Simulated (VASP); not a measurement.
# AlN (P6_3/mmc) in VASP: notebook

Runs on AlN. Level: LDA. Tasks: single point.

Program: VASP 6.6.1. These are calculated values, not measurements. Logs are shortened: lines on timing, memory, paths and dates and some standing lists are left out, and cuts for length are marked.

### Step 1. The cell of the first run

Symmetry: P6_3/mmc, No. 194, hexagonal system. The conventional cell has a = 3.117 Å, b = 3.117 Å, c = 4.729 Å, α = 90.00°, β = 90.00°, γ = 120.00°. Within 2.4 Å of Al (site symmetry -6m2) lie 5 N at 1.80 to 2.36 Å. Within 2.4 Å of N (site symmetry -6m2) lie 5 Al at 1.80 to 2.36 Å.

### Step 2. Single point, LDA

The input, INCAR:

```
SYSTEM = AlN
  PREC = Accurate
  ENCUT = 600
  EDIFF = 1E-6
  ISMEAR = -1
  SIGMA = 0.2
  LREAL = .FALSE.
  LASPH = .TRUE.
  NELM = 120
  ALGO = Normal
  ISIF = 2
  LWAVE = .FALSE.
  LCHARG = .TRUE.
  LELF = .TRUE.
  LVHAR = .TRUE.
  NBANDS = 16
  GGA_COMPAT = .FALSE.
```

The input, KPOINTS:

```
Automatic mesh
0
G
  12 12 6
  0 0 0
```

The input, POSCAR:

```
AlN
1.0
    3.1168202449      0.0000000000      0.0000000000
   -1.5584101224      2.6992455111      0.0000000000
    0.0000000000      0.0000000000      4.7287771875
Al N
2 2
Direct
    0.3333333333      0.6666666667      0.7500000000
    0.6666666667      0.3333333333      0.2500000000
    0.3333333333      0.6666666667      0.2500000000
    0.6666666667      0.3333333333      0.7500000000
```

Potentials or basis: VASP PAW LDA potentials, release 64 (Al, N).

Run with:

```bash
$ cat potpaw_LDA.64/Al/POTCAR potpaw_LDA.64/N/POTCAR > POTCAR
$ mpirun -np 1 vasp_std > vasp.out
```

OUTCAR:

```text
SYSTEM = AlN
   PREC = Accurate
   ENCUT = 600
   EDIFF = 1E-6
   ISMEAR = -1
   LREAL = .FALSE.
   LASPH = .TRUE.
   NELM = 120
   ISIF = 2

 ion  position               nearest neighbor table
   1  0.333  0.667  0.750-   4 1.80   4 1.80   4 1.80   3 2.36   3 2.36   2 2.97   2 2.97   2 2.97
                             2 2.97   2 2.97   2 2.97
   2  0.667  0.333  0.250-   3 1.80   3 1.80   3 1.80   4 2.36   4 2.36   1 2.97   1 2.97   1 2.97
                             1 2.97   1 2.97   1 2.97
   3  0.333  0.667  0.250-   2 1.80   2 1.80   2 1.80   1 2.36   1 2.36
   4  0.667  0.333  0.750-   1 1.80   1 1.80   1 1.80   2 2.36   2 2.36

  LATTYP: Found a hexagonal cell.
 ALAT       =     3.1168202449
 C/A-ratio  =     1.5171799513

  Lattice vectors:

 A1 = (   3.1168202449,   0.0000000000,   0.0000000000)
 A2 = (  -1.5584101224,   2.6992455111,   0.0000000000)
 A3 = (   0.0000000000,   0.0000000000,   4.7287771875)

Analysis of symmetry for initial positions (statically):
=====================================================================
 Subroutine PRICEL returns:
 Original cell was already a primitive cell.

 Routine SETGRP: Setting up the symmetry group for a
 hexagonal supercell.

 Subroutine GETGRP returns: Found 24 space group operations
 (whereof 12 operations were pure point group operations)
 out of a pool of 24 trial point group operations.

The static configuration has the point symmetry D_3d.
 The point group associated with its full space group is D_6h.

Analysis of symmetry for dynamics (positions and initial velocities):
=====================================================================
 Subroutine PRICEL returns:
 Original cell was already a primitive cell.

 Routine SETGRP: Setting up the symmetry group for a
 hexagonal supercell.

 Subroutine GETGRP returns: Found 24 space group operations
 (whereof 12 operations were pure point group operations)
 out of a pool of 24 trial point group operations.

The dynamic configuration has the point symmetry D_3d.
 The point group associated with its full space group is D_6h.

 Subroutine INISYM returns: Found 24 space group operations
 (whereof 12 operations are pure point group operations),
 and found     1 'primitive' translations

----------------------------------------------------------------------------------------

                                     Primitive cell

  volume of cell :      39.7835

  direct lattice vectors                    reciprocal lattice vectors
     3.116820245  0.000000000  0.000000000     0.320839805  0.185236948  0.000000000
    -1.558410122  2.699245511  0.000000000     0.000000000  0.370473896  0.000000000
     0.000000000  0.000000000  4.728777188     0.000000000  0.000000000  0.211471161

[... 88 lines left out ...]
   LREAL  =      F    real-space projection
   EDIFFG = 0.1E-04   stopping-criterion for IOM
   NSW    =      0    number of steps for IOM
   IBRION =     -1    ionic relax: 0-MD 1-quasi-New 2-CG
   NFREE  =      0    steps in history (QN), initial steepest desc. (CG)
   ISIF   =      2    stress and relaxation
   ISYM   =      2    0-nonsym 1-usesym 2-fastsym
   POTIM  = 0.5000    time-step for ionic-motion
   TEBEG  =    0.0;   TEEND  =   0.0 temperature during run
   PSTRESS=    0.0 pullay stress
   NELECT =      16.0000    total number of electrons
   NUPDOWN=      -1.0000    fix difference up-down
   EMIN   =  10.00;   EMAX   =-10.00  energy-range for DOS
   EFERMI =   0.00;   METHOD = LEGACY
   ISMEAR =    -1;   SIGMA  =   0.20  broadening in eV -4-tet -1-fermi 0-gaus
   EFERMI_NEDOS =   21; number of points for ismear=-14 and -15
   IALGO  =     38    algorithm
   IMIX   =      4    mixing-type and parameters
     AMIX     =   0.40;   BMIX     =  1.00
     AMIX_MAG =   1.60;   BMIX_MAG =  1.00
  volume/ion in A,a.u.               =       9.95        67.12
  Fermi-wavevector in a.u.,A,eV,Ry     =   1.208409  2.283561 19.867927  1.460251
  Thomas-Fermi vector in A             =   2.344017
   LORBIT       =      0    0 simple, 1 ext, 2 COOP (PROOUT), +10 PAW based schemes
   GGA     = CA    functional components
   LHFCALC =     F    Hartree Fock is set to
   AEXX    =    0.0000 exact exchange contribution
   IVDW    =     0    specifies the selected vdW correction
   LEPSILON=     F    determine dielectric tensor
   LRPA    =     F    only Hartree local field effects (RPA)
 non-spin polarized calculation
  energy-cutoff  :      600.00
  volume of cell :       39.78
 maximum number of plane-waves:      1350
 NGX is ok and might be reduce to    28

 number of electron      15.9999999 magnetization

 Free energy of the ion-electron system (eV)
  ---------------------------------------------------
  ext. energy  EPLUGINS =         0.00000000
  ---------------------------------------------------
  free energy    TOTEN  =       -31.98006773 eV

  energy without entropy =      -31.98004370  energy(sigma->0) =      -31.98005572

 E-fermi :   9.4913     XC(G=0): -11.4695

 val. band max:        7.8397489076   @ k =   0.0000   0.0000   0.0000
 cond. band min:      10.8910495271   @ k =   0.0000   0.0000   0.0000
 fundamental gap:      3.0513006195
 Fermi energy:         9.4913472293

 k-point     1 :       0.0000    0.0000    0.0000
  band No.  band energies     occupation
      1      -8.9504      2.00000
      2      -6.3186      2.00000
      3       0.5256      2.00000
      4       4.8583      2.00000
      5       4.8583      2.00000
      6       5.7062      2.00000
[... 433 lines left out ...]
      3       1.1937      2.00000
      4       2.4044      2.00000
      5       3.0581      2.00000
      6       4.0313      2.00000
[... 8 lines left out ...]
     15      18.4461      0.00000
     16      20.3931      0.00000

 [... further k-points ...]
[... 5 lines left out ...]
  --------------------------------------------------------------------------------------
  -------------------------------------------------------------------------------------
  Total        4.4576421      4.4576421     -3.2281707      0.0000000     -0.0000000      0.0000000
  in kB      179.5199754    179.5199754   -130.0062063      0.0000000     -0.0000000      0.0000000
  external PRESSURE =      76.3445815 kB  Pullay stress =       0.0000000 kB

 VOLUME and BASIS-vectors are now :
 -----------------------------------------------------------------------------
  energy-cutoff  :      600.00
  volume of cell :       39.78
      direct lattice vectors                 reciprocal lattice vectors
     3.116820245  0.000000000  0.000000000     0.320839805  0.185236948  0.000000000
    -1.558410122  2.699245511  0.000000000     0.000000000  0.370473896  0.000000000
     0.000000000  0.000000000  4.728777188     0.000000000  0.000000000  0.211471161

 POSITION                                       TOTAL-FORCE (eV/Angst)
 -----------------------------------------------------------------------------------
     -0.00000      1.79950      3.54658         0.000000     -0.000000      0.000000
      1.55841      0.89975      1.18219        -0.000000      0.000000      0.000000
     -0.00000      1.79950      1.18219         0.000000      0.000000      0.000000
      1.55841      0.89975      3.54658        -0.000000      0.000000      0.000000
 -----------------------------------------------------------------------------------
    total drift:                               -0.000000      0.000000     -0.000000

  FREE ENERGIE OF THE ION-ELECTRON SYSTEM (eV)
  ---------------------------------------------------
  free  energy   TOTEN  =       -31.9800677262 eV

  energy  without entropy=      -31.9800437045  energy(sigma->0) =      -31.98005572
```

Run time: 70 s. Hardware: 1 thread of Intel Xeon 8259CL, shared host; peak memory 0.18 GiB.

Results:

```yaml
Free_energy: -31.9801 eV
Pressure: 7.6 GPa
Band_gap_on_the_k_mesh: 3.05 eV, direct
```

### Step 3. Single point, LDA

This run uses another cell than the first one, of the same volume but with other edges.

The input, INCAR:

```
SYSTEM = AlN
ALGO = Normal
EDIFF = 1E-6
ENCUT = 600
GGA = CA
GGA_COMPAT = .FALSE.
ISIF = 2
ISMEAR = -1
LASPH = .TRUE.
LCHARG = .FALSE.
LREAL = .FALSE.
LWAVE = .FALSE.
NBANDS = 16
NELM = 120
PREC = Accurate
SIGMA = 0.2
```

The input, KPOINTS:

```
k-points
0
G
  12 12 6
  0 0 0
```

The input, POSCAR:

```
AlN
1.0
    3.4054634934      0.0000000000      0.0000000000
   -1.7027317467      2.9492178970      0.0000000000
    0.0000000000      0.0000000000      3.9611373852
Al N
2 2
Direct
    0.3333333333      0.6666666667      0.7500000000
    0.6666666667      0.3333333333      0.2500000000
    0.3333333333      0.6666666667      0.2500000000
    0.6666666667      0.3333333333      0.7500000000
```

Potentials or basis: VASP PAW LDA potentials, release 64 (Al, N).

Run with:

```bash
$ cat potpaw_LDA.64/Al/POTCAR potpaw_LDA.64/N/POTCAR > POTCAR
$ mpirun -np 1 vasp_std > vasp.out
```

OUTCAR:

```text
SYSTEM = AlN
   EDIFF = 1E-6
   ENCUT = 600
   GGA = CA
   ISIF = 2
   ISMEAR = -1
   LASPH = .TRUE.
   LREAL = .FALSE.
   NELM = 120
   PREC = Accurate

 ion  position               nearest neighbor table
   1  0.333  0.667  0.750-   4 1.97   4 1.97   4 1.97   3 1.98   3 1.98   2 2.79   2 2.79   2 2.79
                             2 2.79   2 2.79   2 2.79
   2  0.667  0.333  0.250-   3 1.97   3 1.97   3 1.97   4 1.98   4 1.98   1 2.79   1 2.79   1 2.79
                             1 2.79   1 2.79   1 2.79
   3  0.333  0.667  0.250-   2 1.97   2 1.97   2 1.97   1 1.98   1 1.98
   4  0.667  0.333  0.750-   1 1.97   1 1.97   1 1.97   2 1.98   2 1.98

  LATTYP: Found a hexagonal cell.
 ALAT       =     3.4054634934
 C/A-ratio  =     1.1631712960

  Lattice vectors:

 A1 = (   3.4054634934,   0.0000000000,   0.0000000000)
 A2 = (  -1.7027317467,   2.9492178970,   0.0000000000)
 A3 = (   0.0000000000,   0.0000000000,   3.9611373852)

Analysis of symmetry for initial positions (statically):
=====================================================================
 Subroutine PRICEL returns:
 Original cell was already a primitive cell.

 Routine SETGRP: Setting up the symmetry group for a
 hexagonal supercell.

 Subroutine GETGRP returns: Found 24 space group operations
 (whereof 12 operations were pure point group operations)
 out of a pool of 24 trial point group operations.

The static configuration has the point symmetry D_3d.
 The point group associated with its full space group is D_6h.

Analysis of symmetry for dynamics (positions and initial velocities):
=====================================================================
 Subroutine PRICEL returns:
 Original cell was already a primitive cell.

 Routine SETGRP: Setting up the symmetry group for a
 hexagonal supercell.

 Subroutine GETGRP returns: Found 24 space group operations
 (whereof 12 operations were pure point group operations)
 out of a pool of 24 trial point group operations.

The dynamic configuration has the point symmetry D_3d.
 The point group associated with its full space group is D_6h.

 Subroutine INISYM returns: Found 24 space group operations
 (whereof 12 operations are pure point group operations),
 and found     1 'primitive' translations

----------------------------------------------------------------------------------------

                                     Primitive cell

  volume of cell :      39.7835

  direct lattice vectors                    reciprocal lattice vectors
     3.405463493  0.000000000  0.000000000     0.293645785  0.169536473  0.000000000
    -1.702731747  2.949217897  0.000000000     0.000000000  0.339072946  0.000000000
     0.000000000  0.000000000  3.961137385     0.000000000  0.000000000  0.252452743

  length of vectors
     3.405463493  3.405463493  3.961137385     0.339072946  0.339072946  0.252452743

  position of ions in fractional coordinates (direct lattice)
     0.333333333  0.666666667  0.750000000
     0.666666667  0.333333333  0.250000000
     0.333333333  0.666666667  0.250000000
     0.666666667  0.333333333  0.750000000

  ion indices of the primitive-cell ions
   primitive index   ion index
                 1           1
                 2           2
                 3           3
                 4           4

----------------------------------------------------------------------------------------

 KPOINTS: k-points

Automatic generation of k-mesh.
 Grid dimensions read from file:
 generate k-points for:   12   12    6

 Generating k-lattice:

  Cartesian coordinates                     Fractional coordinates (reciprocal lattice)
     0.024470482  0.014128039  0.000000000     0.083333333  0.000000000  0.000000000
     0.000000000  0.028256079  0.000000000     0.000000000  0.083333333  0.000000000
     0.000000000  0.000000000  0.042075457     0.000000000  0.000000000  0.166666667

  Length of vectors
     0.028256079  0.028256079  0.042075457

  Shift w.r.t. Gamma in fractional coordinates (k-lattice)
     0.000000000  0.000000000  0.000000000

 Subroutine IBZKPT returns following result:
 ===========================================

 Found     76 irreducible k-points:

 Following reciprocal coordinates:
            Coordinates               Weight
  0.000000  0.000000  0.000000      1.000000
  0.083333 -0.000000  0.000000      6.000000
  0.166667 -0.000000  0.000000      6.000000
  0.250000  0.000000  0.000000      6.000000
  0.333333 -0.000000  0.000000      6.000000
  0.416667 -0.000000  0.000000      6.000000
[... 16 lines left out ...]
  0.250000  0.000000  0.166667     12.000000
  0.333333 -0.000000  0.166667     12.000000
 [... further k-points ...]
   k-points           NKPTS =     76   k-points in BZ     NKDIM =     76   number of bands    NBANDS=     16
   number of dos      NEDOS =    301   number of ions     NIONS =      4
   total plane-waves  NPLWV =  25088
   dimension x,y,z NGX =    28 NGY =   28 NGZ =   32
   dimension x,y,z NGXF=    56 NGYF=   56 NGZF=   64
   ions per type =               2   2
   NGX,Y,Z   is equivalent  to a cutoff of  13.67, 13.67, 13.43 a.u.
   NGXF,Y,Z  is equivalent  to a cutoff of  27.34, 27.34, 26.86 a.u.
 SYSTEM =  AlN
   PREC   = accura    normal or accurate (medium, high low for compatibility)
   ISTART =      0    job   : 0-new  1-cont  2-samecut
   ICHARG =      2    charge: 1-file 2-atom 10-const
   ISPIN  =      1    spin polarized calculation?
   LNONCOLLINEAR =      F non collinear calculations
   LSORBIT =      F    spin-orbit coupling
   LASPH  =      T    aspherical Exc in radial PAW
   ENCUT  =  600.0 eV  44.10 Ry    6.64 a.u.   6.80  6.80  7.91*2*pi/ulx,y,z
   NELM   =    120;   NELMIN=  2; NELMDL= -5     # of ELM steps
   EDIFF  = 0.1E-05   stopping-criterion for ELM
   LREAL  =      F    real-space projection
   EDIFFG = 0.1E-04   stopping-criterion for IOM
   NSW    =      0    number of steps for IOM
   IBRION =     -1    ionic relax: 0-MD 1-quasi-New 2-CG
   NFREE  =      0    steps in history (QN), initial steepest desc. (CG)
   ISIF   =      2    stress and relaxation
   ISYM   =      2    0-nonsym 1-usesym 2-fastsym
   POTIM  = 0.5000    time-step for ionic-motion
   TEBEG  =    0.0;   TEEND  =   0.0 temperature during run
   PSTRESS=    0.0 pullay stress
   NELECT =      16.0000    total number of electrons
   NUPDOWN=      -1.0000    fix difference up-down
   EMIN   =  10.00;   EMAX   =-10.00  energy-range for DOS
   EFERMI =   0.00;   METHOD = LEGACY
   ISMEAR =    -1;   SIGMA  =   0.20  broadening in eV -4-tet -1-fermi 0-gaus
   EFERMI_NEDOS =   21; number of points for ismear=-14 and -15
   IALGO  =     38    algorithm
   IMIX   =      4    mixing-type and parameters
     AMIX     =   0.40;   BMIX     =  1.00
     AMIX_MAG =   1.60;   BMIX_MAG =  1.00
  volume/ion in A,a.u.               =       9.95        67.12
  Fermi-wavevector in a.u.,A,eV,Ry     =   1.208409  2.283561 19.867927  1.460251
  Thomas-Fermi vector in A             =   2.344017
   LORBIT       =      0    0 simple, 1 ext, 2 COOP (PROOUT), +10 PAW based schemes
   GGA     = CA    functional components
   LHFCALC =     F    Hartree Fock is set to
   AEXX    =    0.0000 exact exchange contribution
   IVDW    =     0    specifies the selected vdW correction
   LEPSILON=     F    determine dielectric tensor
   LRPA    =     F    only Hartree local field effects (RPA)
 non-spin polarized calculation
  energy-cutoff  :      600.00
  volume of cell :       39.78
 maximum number of plane-waves:      1350
 NGX is ok and might be reduce to    28

 number of electron      16.0000001 magnetization

 Free energy of the ion-electron system (eV)
  ---------------------------------------------------
  ext. energy  EPLUGINS =         0.00000000
  ---------------------------------------------------
  free energy    TOTEN  =       -32.34567861 eV

  energy without entropy =      -32.34565673  energy(sigma->0) =      -32.34566767

 E-fermi :   9.2315     XC(G=0): -11.4668

 val. band max:        7.2573845681   @ k =   0.0000   0.0000   0.0000
 cond. band min:      10.7889495613   @ k =   0.0000   0.0000   0.0000
 fundamental gap:      3.5315649933
 Fermi energy:         9.2314976470

 k-point     1 :       0.0000    0.0000    0.0000
  band No.  band energies     occupation
      1      -9.0208      2.00000
      2      -4.8868      2.00000
      3       0.9321      2.00000
      4       4.1010      2.00000
      5       4.1010      2.00000
      6       6.1979      2.00000
[... 433 lines left out ...]
      3       1.0219      2.00000
      4       2.9180      2.00000
      5       3.2846      2.00000
      6       3.7950      2.00000
[... 8 lines left out ...]
     15      18.8040      0.00000
     16      20.8708      0.00000

 [... further k-points ...]
[... 5 lines left out ...]
  --------------------------------------------------------------------------------------
  -------------------------------------------------------------------------------------
  Total       -3.2767982     -3.2767982      0.5250330      0.0000000     -0.0000000      0.0000000
  in kB     -131.9645505   -131.9645505     21.1443429      0.0000000     -0.0000000      0.0000000
  external PRESSURE =     -80.9282527 kB  Pullay stress =       0.0000000 kB

 VOLUME and BASIS-vectors are now :
 -----------------------------------------------------------------------------
  energy-cutoff  :      600.00
  volume of cell :       39.78
      direct lattice vectors                 reciprocal lattice vectors
     3.405463493  0.000000000  0.000000000     0.293645785  0.169536473  0.000000000
    -1.702731747  2.949217897  0.000000000     0.000000000  0.339072946  0.000000000
     0.000000000  0.000000000  3.961137385     0.000000000  0.000000000  0.252452743

 POSITION                                       TOTAL-FORCE (eV/Angst)
 -----------------------------------------------------------------------------------
     -0.00000      1.96615      2.97085         0.000000      0.000000      0.000000
      1.70273      0.98307      0.99028         0.000000      0.000000      0.000000
     -0.00000      1.96615      0.99028         0.000000      0.000000      0.000000
      1.70273      0.98307      2.97085        -0.000000     -0.000000      0.000000
 -----------------------------------------------------------------------------------
    total drift:                                0.000000     -0.000000      0.000000

  FREE ENERGIE OF THE ION-ELECTRON SYSTEM (eV)
  ---------------------------------------------------
  free  energy   TOTEN  =       -32.3456786065 eV

  energy  without entropy=      -32.3456567289  energy(sigma->0) =      -32.34566767
```

stdout:

```text
POSCAR found type information on POSCAR AlN
 POSCAR found :  2 types and       4 ions
 scaLAPACK will be used
 LDA part: xc-table for (Slater(with rela. corr.)+CA(PZ))
 , standard interpolation
 POSCAR, INCAR and KPOINTS ok, starting setup
 FFT: planning ... GRIDC
 FFT: planning ... GRID_SOFT
 FFT: planning ... GRID
 WAVECAR not read
 entering main loop
```

Run time: 72 s. Hardware: 1 thread of Intel Xeon 8259CL, shared host; peak memory 0.17 GiB.

What came out:

* Free energy: -32.3457 eV
* Pressure: -8.1 GPa
* Band gap on the k mesh: 3.53 eV, direct

Stress tensor (GPa, compression positive):
```
-13.20   0.00   0.00
  0.00 -13.20   0.00
  0.00   0.00   2.11
```

(Continued in part 2 of 2.)
